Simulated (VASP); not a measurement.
# Hf3Si2F (P-6m2) in VASP: notebook

Runs on Hf3Si2F. Level: PBE. Tasks: single point, relaxation of cell and atoms.

Everything below comes from runs of VASP 6.6.1. Logs are shortened: lines on timing, memory, paths and dates and some standing lists are left out, and cuts for length are marked.

## (1) The cell of the first run

It takes space group P-6m2 (No. 187, hexagonal). The conventional cell has a = 4.541 Å, b = 4.541 Å, c = 5.790 Å, α = 90.00°, β = 90.00°, γ = 120.00°. Within 3.5 Å of Hf (site symmetry -6m2) lie 3 Hf at 2.62 Å and 2 F at 2.90 Å and 6 Si at 2.92 Å. Hf (site symmetry -6m2) has 3 F at 2.62 Å and 2 Hf at 2.90 Å and 6 Si at 3.08 Å within 3.5 Å. Hf (site symmetry -6m2) has 5 Hf at 2.62 to 2.90 Å and 6 Si at 2.92 Å within 3.5 Å. Within 3.4 Å of Si (site symmetry 3m) lie 2 Si at 2.55 to 3.24 Å and 9 Hf at 2.92 to 3.08 Å and 3 F at 3.08 Å. F (site symmetry -6m2) has 5 Hf at 2.62 to 2.90 Å and 6 Si at 3.08 Å within 3.5 Å.

The cell was generated, and may not be a known phase.

## (2) Single point, PBE

INCAR

```
PREC = Accurate
ENCUT = 520
EDIFF = 1E-6
ISMEAR = 0
SIGMA = 0.1
LREAL = False
LASPH = True
NELM = 60
ALGO = Normal
ISIF = 2
LWAVE = False
LCHARG = False
GGA = PE
NBANDS = 32
```

KPOINTS

```
regular mesh
0
Gamma
  12 12 8
```

POSCAR

```
Hf3Si2F
1.0
    4.5410980709      0.0000000000      0.0000000000
   -2.2705490355      3.9327062905      0.0000000000
    0.0000000000      0.0000000000      5.7901328942
Hf Si F
3 2 1
Direct
    0.6666666667      0.3333333333      0.5000000000
    0.0000000000      0.0000000000      0.0000000000
    0.0000000000      0.0000000000      0.5000000000
    0.3333333333      0.6666666667      0.2794778354
    0.3333333333      0.6666666667      0.7205221646
    0.6666666667      0.3333333333      0.0000000000
```

Potentials or basis: VASP PAW PBE potentials, release 64 (Hf_pv, Si, F).

Command:

```
> cat potpaw_PBE.64/Hf_pv/POTCAR potpaw_PBE.64/Si/POTCAR potpaw_PBE.64/F/POTCAR > POTCAR
> mpirun -np 1 vasp_std > vasp.out
```

OUTCAR:

```text
PREC = Accurate
   ENCUT = 520
   EDIFF = 1E-6
   ISMEAR = 0
   LREAL = False
   LASPH = True
   NELM = 60
   ISIF = 2
   GGA = PE

 ion  position               nearest neighbor table
   1  0.667  0.333  0.500-   3 2.62   3 2.62   3 2.62   5 2.92   4 2.92   5 2.92   4 2.92   5 2.92
                             4 2.92
   2  0.000  0.000  0.000-   6 2.62   6 2.62   6 2.62   3 2.90   3 2.90   5 3.08   4 3.08   4 3.08
                             5 3.08   4 3.08   5 3.08
   3  0.000  0.000  0.500-   1 2.62   1 2.62   1 2.62   2 2.90   2 2.90   4 2.92   5 2.92   4 2.92
                             5 2.92   4 2.92   5 2.92
   4  0.333  0.667  0.279-   5 2.55   1 2.92   1 2.92   3 2.92   3 2.92   3 2.92   1 2.92   2 3.08
                             2 3.08   2 3.08
   5  0.333  0.667  0.721-   4 2.55   1 2.92   1 2.92   3 2.92   3 2.92   3 2.92   1 2.92   2 3.08
                             2 3.08   2 3.08
   6  0.667  0.333  0.000-   2 2.62   2 2.62   2 2.62

  LATTYP: Found a hexagonal cell.
 ALAT       =     4.5410980709
 C/A-ratio  =     1.2750512770

  Lattice vectors:

 A1 = (   4.5410980709,   0.0000000000,   0.0000000000)
 A2 = (  -2.2705490355,   3.9327062905,   0.0000000000)
 A3 = (   0.0000000000,   0.0000000000,   5.7901328942)

Analysis of symmetry for initial positions (statically):
=====================================================================
 Subroutine PRICEL returns:
 Original cell was already a primitive cell.

 Routine SETGRP: Setting up the symmetry group for a
 hexagonal supercell.

 Subroutine GETGRP returns: Found 12 space group operations
 (whereof 12 operations were pure point group operations)
 out of a pool of 24 trial point group operations.

The static configuration has the point symmetry D_3h.

Analysis of symmetry for dynamics (positions and initial velocities):
=====================================================================
 Subroutine PRICEL returns:
 Original cell was already a primitive cell.

 Routine SETGRP: Setting up the symmetry group for a
 hexagonal supercell.

 Subroutine GETGRP returns: Found 12 space group operations
 (whereof 12 operations were pure point group operations)
 out of a pool of 24 trial point group operations.

The dynamic configuration has the point symmetry D_3h.

 Subroutine INISYM returns: Found 12 space group operations
 (whereof 12 operations are pure point group operations),
 and found     1 'primitive' translations

----------------------------------------------------------------------------------------

                                     Primitive cell

  volume of cell :     103.4049

  direct lattice vectors                    reciprocal lattice vectors
     4.541098071  0.000000000  0.000000000     0.220211056  0.127138912  0.000000000
    -2.270549036  3.932706291  0.000000000     0.000000000  0.254277825  0.000000000
     0.000000000  0.000000000  5.790132894     0.000000000  0.000000000  0.172707608

  length of vectors
     4.541098071  4.541098071  5.790132894     0.254277825  0.254277825  0.172707608

  position of ions in fractional coordinates (direct lattice)
     0.666666667  0.333333333  0.500000000
     0.000000000  0.000000000  0.000000000
     0.000000000  0.000000000  0.500000000
     0.333333333  0.666666667  0.279477835
     0.333333333  0.666666667  0.720522165
     0.666666667  0.333333333  0.000000000

  ion indices of the primitive-cell ions
   primitive index   ion index
                 1           1
                 2           2
                 3           3
                 4           4
                 5           5
                 6           6

----------------------------------------------------------------------------------------

 KPOINTS: regular mesh

Automatic generation of k-mesh.
 Grid dimensions read from file:
 generate k-points for:   12   12    8

 Generating k-lattice:

  Cartesian coordinates                     Fractional coordinates (reciprocal lattice)
     0.018350921  0.010594909  0.000000000     0.083333333  0.000000000  0.000000000
     0.000000000  0.021189819  0.000000000     0.000000000  0.083333333  0.000000000
     0.000000000  0.000000000  0.021588451     0.000000000  0.000000000  0.125000000

  Length of vectors
     0.021189819  0.021189819  0.021588451

  Shift w.r.t. Gamma in fractional coordinates (k-lattice)
     0.000000000  0.000000000  0.000000000

 Subroutine IBZKPT returns following result:
 ===========================================

 Found     95 irreducible k-points:

 Following reciprocal coordinates:
            Coordinates               Weight
  0.000000  0.000000  0.000000      1.000000
  0.083333 -0.000000  0.000000      6.000000
  0.166667  0.000000  0.000000      6.000000
  0.250000 -0.000000  0.000000      6.000000
  0.333333  0.000000  0.000000      6.000000
  0.416667  0.000000  0.000000      6.000000
[... 16 lines left out ...]
  0.250000 -0.000000  0.125000     12.000000
  0.333333  0.000000  0.125000     12.000000
 [... further k-points ...]
   k-points           NKPTS =     95   k-points in BZ     NKDIM =     95   number of bands    NBANDS=     32
   number of dos      NEDOS =    301   number of ions     NIONS =      6
   total plane-waves  NPLWV =  62208
   dimension x,y,z NGX =    36 NGY =   36 NGZ =   48
   dimension x,y,z NGXF=    72 NGYF=   72 NGZF=   96
   ions per type =               3   2   1
   NGX,Y,Z   is equivalent  to a cutoff of  13.18, 13.18, 13.78 a.u.
   NGXF,Y,Z  is equivalent  to a cutoff of  26.36, 26.36, 27.56 a.u.
 SYSTEM =  unknown system
   PREC   = accura    normal or accurate (medium, high low for compatibility)
   ISTART =      0    job   : 0-new  1-cont  2-samecut
   ICHARG =      2    charge: 1-file 2-atom 10-const
   ISPIN  =      1    spin polarized calculation?
   LNONCOLLINEAR =      F non collinear calculations
   LSORBIT =      F    spin-orbit coupling
   LASPH  =      T    aspherical Exc in radial PAW
   ENCUT  =  520.0 eV  38.22 Ry    6.18 a.u.   8.44  8.44 10.77*2*pi/ulx,y,z
   NELM   =     60;   NELMIN=  2; NELMDL= -5     # of ELM steps
   EDIFF  = 0.1E-05   stopping-criterion for ELM
   LREAL  =      F    real-space projection
   EDIFFG = 0.1E-04   stopping-criterion for IOM
   NSW    =      0    number of steps for IOM
   IBRION =     -1    ionic relax: 0-MD 1-quasi-New 2-CG
   NFREE  =      0    steps in history (QN), initial steepest desc. (CG)
   ISIF   =      2    stress and relaxation
   ISYM   =      2    0-nonsym 1-usesym 2-fastsym
   POTIM  = 0.5000    time-step for ionic-motion
   TEBEG  =    0.0;   TEEND  =   0.0 temperature during run
   PSTRESS=    0.0 pullay stress
   NELECT =      45.0000    total number of electrons
   NUPDOWN=      -1.0000    fix difference up-down
   EMIN   =  10.00;   EMAX   =-10.00  energy-range for DOS
   EFERMI =   0.00;   METHOD = LEGACY
   ISMEAR =     0;   SIGMA  =   0.10  broadening in eV -4-tet -1-fermi 0-gaus
   EFERMI_NEDOS =   21; number of points for ismear=-14 and -15
   IALGO  =     38    algorithm
   IMIX   =      4    mixing-type and parameters
     AMIX     =   0.40;   BMIX     =  1.00
     AMIX_MAG =   1.60;   BMIX_MAG =  1.00
  volume/ion in A,a.u.               =      17.23       116.30
  Fermi-wavevector in a.u.,A,eV,Ry     =   1.240601  2.344395 20.940593  1.539090
  Thomas-Fermi vector in A             =   2.375034
   LORBIT       =      0    0 simple, 1 ext, 2 COOP (PROOUT), +10 PAW based schemes
   GGA     = PE    functional components
   LHFCALC =     F    Hartree Fock is set to
   AEXX    =    0.0000 exact exchange contribution
   IVDW    =     0    specifies the selected vdW correction
   LEPSILON=     F    determine dielectric tensor
   LRPA    =     F    only Hartree local field effects (RPA)
 non-spin polarized calculation
 Gauss-broadening in eV      SIGMA  =   0.10
  energy-cutoff  :      520.00
  volume of cell :      103.40
 maximum number of plane-waves:      2818
 NGX is ok and might be reduce to    36
   NGX = 17   NGY = 17   NGZ = 21

 number of electron      45.0000000 magnetization

 Free energy of the ion-electron system (eV)
  ---------------------------------------------------
  ext. energy  EPLUGINS =         0.00000000
  ---------------------------------------------------
  free energy    TOTEN  =       -44.97452161 eV

  energy without entropy =      -44.95855186  energy(sigma->0) =      -44.96653673

 E-fermi :   6.3074     XC(G=0): -11.1869

 val. band max:        6.2956586036   @ k =   0.3333   0.3333   0.0000
 cond. band min:       6.3099913958   @ k =   0.3333   0.2500   0.1250
 fundamental gap:      0.0143327922
 Fermi energy:         6.3073625771

 k-point     1 :       0.0000    0.0000    0.0000
  band No.  band energies     occupation
      1     -25.6903      2.00000
      2     -25.6903      2.00000
      3     -25.5165      2.00000
      4     -24.9569      2.00000
      5     -24.9569      2.00000
      6     -24.6077      2.00000
[... 24 lines left out ...]
     31      10.0540      0.00000
     32      11.1959      0.00000

 k-point     2 :       0.0833   -0.0000    0.0000
  band No.  band energies     occupation
      1     -25.6917      2.00000
      2     -25.6906      2.00000
      3     -25.5159      2.00000
      4     -24.9655      2.00000
      5     -24.9428      2.00000
      6     -24.6062      2.00000
[... 24 lines left out ...]
     31      10.0499      0.00000
     32      10.8655      0.00000
[... 733 lines left out ...]
     31       9.9564      0.00000
     32      10.2688      0.00000

 k-point    24 :       0.3333    0.0000    0.1250
  band No.  band energies     occupation
      1     -25.7055      2.00000
      2     -25.6930      2.00000
      3     -25.4961      2.00000
      4     -25.0482      2.00000
      5     -24.7796      2.00000
      6     -24.5916      2.00000
[... 24 lines left out ...]
     31      10.0247      0.00000
     32      10.2512      0.00000

 [... further k-points ...]

------------------------ aborting loop because EDIFF is reached ----------------------------------------

  FORCE on cell =-STRESS in cart. coord.  units (eV):
  Direction    XX          YY          ZZ          XY          YZ          ZX
  --------------------------------------------------------------------------------------
  -------------------------------------------------------------------------------------
  Total       -0.3706134     -0.3706134     -0.3066584      0.0000000      0.0000000     -0.0000000
  in kB       -5.7423640     -5.7423640     -4.7514318      0.0000000      0.0000000     -0.0000000
  external PRESSURE =      -5.4120533 kB  Pullay stress =       0.0000000 kB

 VOLUME and BASIS-vectors are now :
 -----------------------------------------------------------------------------
  energy-cutoff  :      520.00
  volume of cell :      103.40
      direct lattice vectors                 reciprocal lattice vectors
     4.541098071  0.000000000  0.000000000     0.220211056  0.127138912  0.000000000
    -2.270549036  3.932706291  0.000000000     0.000000000  0.254277825  0.000000000
     0.000000000  0.000000000  5.790132894     0.000000000  0.000000000  0.172707608

 POSITION                                       TOTAL-FORCE (eV/Angst)
 -----------------------------------------------------------------------------------
      2.27055      1.31090      2.89507        -0.000000      0.000000      0.000000
      0.00000      0.00000      0.00000        -0.000000      0.000000      0.000000
      0.00000      0.00000      2.89507        -0.000000      0.000000      0.000000
     -0.00000      2.62180      1.61821        -0.000000      0.000000     -0.021817
     -0.00000      2.62180      4.17192        -0.000000      0.000000      0.021817
      2.27055      1.31090      0.00000         0.000000     -0.000000      0.000000
 -----------------------------------------------------------------------------------
    total drift:                               -0.000001      0.000000      0.000000

  FREE ENERGIE OF THE ION-ELECTRON SYSTEM (eV)
  ---------------------------------------------------
  free  energy   TOTEN  =       -44.9745216071 eV

  energy  without entropy=      -44.9585518553  energy(sigma->0) =      -44.96653673
```

Wall time 5.6 min (1 thread of Intel Xeon Platinum 8259CL at 2.50GHz (Skylake/Cascade Lake), shared host); peak memory 0.42 GiB.

Results:

* Free energy: -44.9745 eV
* Pressure: -0.5 GPa
* Largest force: 0.022 eV/Å
* Band gap on the k mesh: zero (an odd number of electrons rules out a gap without spin polarisation)

Forces in eV/Å, atoms in the order of the input:
```
Hf   0.000  0.000  0.000
Hf   0.000  0.000  0.000
Hf   0.000  0.000  0.000
Si   0.000  0.000 -0.022
Si   0.000  0.000  0.022
F    0.000  0.000  0.000
```

Stress tensor (GPa, compression positive):
```
-0.57  0.00  0.00
 0.00 -0.57  0.00
 0.00  0.00 -0.48
```

Caveat: spin-orbit coupling is left out, which moves the levels of the heavy elements; an odd number of electrons without spin polarisation forces a metal; a magnetic or distorted state may lie lower.

## (3) Relaxation of cell and atoms, PBE

This run uses another cell than the first one, of 17.28 Å³/atom.

INCAR

```
  PREC = Accurate
  ENCUT = 600
  EDIFF = 1E-6
  ISMEAR = 0
  SIGMA = 0.1
  LREAL = F
  LASPH = T
  NELM = 100
  ALGO = Normal
  ISIF = 3
  LWAVE = F
  LCHARG = F
  GGA = PE
  IBRION = 2
  NSW = 100
  EDIFFG = -0.01
```

KPOINTS

```
Automatic mesh
0
Gamma
  12 12 8
```

POSCAR

```
Hf3Si2F
1.0
    4.5514998818      0.0000000000      0.0000000000
   -2.2757499409      3.9417145230      0.0000000000
    0.0000000000      0.0000000000      5.7791433994
Hf Si F
3 2 1
Direct
    0.6666666667      0.3333333333      0.5000000000
    0.0000000000      0.0000000000      0.0000000000
    0.0000000000      0.0000000000      0.5000000000
    0.3333333333      0.6666666667      0.2810796347
    0.3333333333      0.6666666667      0.7189203653
    0.6666666667      0.3333333333      0.0000000000
```

Potentials or basis: VASP PAW PBE potentials, release 64 (Hf_pv, Si, F).

Command:

```
> cat potpaw_PBE.64/Hf_pv/POTCAR potpaw_PBE.64/Si/POTCAR potpaw_PBE.64/F/POTCAR > POTCAR
> mpirun -np 1 vasp_std > vasp.out
```

OUTCAR:

```text
PREC = Accurate
   ENCUT = 600
   EDIFF = 1E-6
   ISMEAR = 0
   LREAL = F
   LASPH = T
   NELM = 100
   ISIF = 3
   GGA = PE
   IBRION = 2
   NSW = 100
   EDIFFG = -0.01

 ion  position               nearest neighbor table
   1  0.667  0.333  0.500-   3 2.63   3 2.63   3 2.63   6 2.89   6 2.89   5 2.92   4 2.92   5 2.92
                             4 2.92   5 2.92   4 2.92
   2  0.000  0.000  0.000-   6 2.63   6 2.63   6 2.63   3 2.89   3 2.89   5 3.09   4 3.09   4 3.09
                             5 3.09   4 3.09   5 3.09
   3  0.000  0.000  0.500-   1 2.63   1 2.63   1 2.63   2 2.89   2 2.89   4 2.92   5 2.92   4 2.92
                             5 2.92   4 2.92   5 2.92
   4  0.333  0.667  0.281-   5 2.53   3 2.92   1 2.92   1 2.92   3 2.92   3 2.92   1 2.92   2 3.09
                             2 3.09   2 3.09
   5  0.333  0.667  0.719-   4 2.53   3 2.92   1 2.92   1 2.92   3 2.92   3 2.92   1 2.92   2 3.09
                             2 3.09   2 3.09
   6  0.667  0.333  0.000-   2 2.63   2 2.63   2 2.63   1 2.89   1 2.89

  LATTYP: Found a hexagonal cell.
 ALAT       =     4.5514998818
 C/A-ratio  =     1.2697228495

  Lattice vectors:

 A1 = (   4.5514998818,   0.0000000000,   0.0000000000)
 A2 = (  -2.2757499409,   3.9417145230,   0.0000000000)
[... 192 lines left out ...]
  -------------------------------------------------------------------------------------
  Total       -0.6581028     -0.6581028     -0.1229334      0.0000000      0.0000000      0.0000000
  in kB      -10.1695359    -10.1695359     -1.8996655      0.0000000      0.0000000      0.0000000
  external PRESSURE =      -7.4129124 kB  Pullay stress =       0.0000000 kB
[... 187 lines left out ...]
--------------------------------------- Ionic step        6  -------------------------------------------

 number of electron      45.0000001 magnetization

 Free energy of the ion-electron system (eV)
  ---------------------------------------------------
  ext. energy  EPLUGINS =         0.00000000
  ---------------------------------------------------
  free energy    TOTEN  =       -44.97839950 eV

  energy without entropy =      -44.96254071  energy(sigma->0) =      -44.97047011

 E-fermi :   6.3535     XC(G=0): -11.2113

 val. band max:        6.3503069183   @ k =   0.3333   0.3333   0.0000
 cond. band min:       6.3614350439   @ k =   0.3333   0.2500   0.1250
 fundamental gap:      0.0111281256
 Fermi energy:         6.3535465360

 k-point     1 :       0.0000    0.0000    0.0000
  band No.  band energies     occupation
      1     -25.6285      2.00000
      2     -25.6285      2.00000
      3     -25.4603      2.00000
      4     -24.9146      2.00000
      5     -24.9146      2.00000
      6     -24.5496      2.00000
[... 709 lines left out ...]
     26       8.2273      0.00000
     27       8.3816      0.00000

 [... further k-points ...]

------------------------ aborting loop because EDIFF is reached ----------------------------------------

  FORCE on cell =-STRESS in cart. coord.  units (eV):
  Direction    XX          YY          ZZ          XY          YZ          ZX
  --------------------------------------------------------------------------------------
  -------------------------------------------------------------------------------------
  Total        0.0219598      0.0219598     -0.0562675      0.0000000      0.0000000      0.0000000
  in kB        0.3420262      0.3420262     -0.8763724      0.0000000      0.0000000      0.0000000
  external PRESSURE =      -0.0641067 kB  Pullay stress =       0.0000000 kB
[... 21 lines left out ...]
  FREE ENERGIE OF THE ION-ELECTRON SYSTEM (eV)
  ---------------------------------------------------
  free  energy   TOTEN  =       -44.9783994998 eV

  energy  without entropy=      -44.9625407116  energy(sigma->0) =      -44.97047011

 reached required accuracy - stopping structural energy minimisation
```

Run time: 14 min. Hardware: 1 thread of Intel Xeon Platinum 8488C (Sapphire Rapids), shared host; peak memory 0.46 GiB.

Results:

* Free energy: -44.9784 eV
* Relaxed volume: 17.14 Å³/atom
* Relaxed cell: a = 4.532 Å, b = 4.532 Å, c = 5.784 Å, α = 90.00°, β = 90.00°, γ = 120.00°
* Space group after relaxing (to 0.1 Å): P-6m2 (No. 187)
* Energy gained by relaxing: 0.7 meV/atom
* Ionic steps: 6
* Pressure after relaxing: 0.0 GPa
* Largest force after relaxing: 0.009 eV/Å
* Band gap on the k mesh: zero (an odd number of electrons rules out a gap without spin polarisation)

Forces in eV/Å, atoms in the order of the input:
```
Hf   0.000  0.000  0.000
Hf   0.000  0.000  0.000
Hf   0.000  0.000  0.000
Si   0.000  0.000 -0.009
Si   0.000  0.000  0.009
F    0.000  0.000  0.000
```

Stress tensor (GPa, compression positive):
```
 0.03  0.00  0.00
 0.00  0.03  0.00
 0.00  0.00 -0.09
```

Step by step:
| step | energy change (eV) | largest force (eV/Å) | pressure (GPa) | volume (Å³) |
| --- | --- | --- | --- | --- |
| 1 | 0.0000 | 0.1146 | -0.74 | 103.68 |
| 2 | -0.0029 | 0.0952 | 0.52 | 102.49 |
| 3 | -0.0032 | 0.0998 | 0.22 | 102.76 |
| 4 | -0.0041 | 0.0333 | 0.03 | 102.88 |
| 5 | -0.0041 | 0.0167 | -0.03 | 102.90 |
| 6 | -0.0042 | 0.0087 | -0.01 | 102.87 |

Final structure:
```
Hf Si F
1.0
     4.53184    0.00000    0.00000
    -2.26592    3.92469    0.00000
     0.00000    0.00000    5.78362
Hf Si F
3 2 1
Direct
  0.66667 0.33333 0.50000
  0.00000 0.00000 0.00000
  0.00000 0.00000 0.50000
  0.33333 0.66667 0.27888
  0.33333 0.66667 0.72112
  0.66667 0.33333 0.00000
```

Caveat: spin-orbit coupling is left out, which moves the levels of the heavy elements; an odd number of electrons without spin polarisation forces a metal; a magnetic or distorted state may lie lower.
